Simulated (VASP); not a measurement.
**Mo: single point with PBEsol**

Crystal: Mo.

```
Mo
1.0
    -1.61487    1.61487    1.61487
     1.61487   -1.61487    1.61487
     1.61487    1.61487   -1.61487
Mo
1
Direct
  0.00000 0.00000 0.00000
```

This cell differs from its parent crystal: volume scaled by 1.06.

- Program: VASP 6.6.1
- Task: single point
- Functional: PBEsol
- Potentials or basis: VASP PAW PBE potentials, release 64 (Mo_sv)
- Cutoff: 520 eV
- k mesh: 12 × 12 × 12
- Occupations: fermi-dirac, width 0.05 eV
- Spin: no spin polarisation

```
Pressure               : -21.6 GPa
Band gap on the k mesh : zero (band 7 reaches 14.90 eV, above the bottom of band 8 at 10.07 eV)
```

Levels at points of the mesh, in eV from the Fermi level:
```csv
k point,band 5,band 6,band 7,band 8,band 9,band 10
"(0.00, 0.00, 0.00)",-6.99,-1.19,-1.19,-1.19,1.55,1.55
"(0.50, 0.00, 0.00)",-4.88,-3.03,1.39,1.55,2.12,4.32
"(0.50, 0.50, 0.50)",-4.88,-4.88,3.64,3.64,3.64,8.51
```

Wall time 16 s on 1 thread of AMD EPYC 7R43 64-Core Processor (Zen 3), with other jobs on the host, peak memory 0.11 GiB.

Caveat: the PAW data sets were made with another functional, which shifts forces and pressure a little.
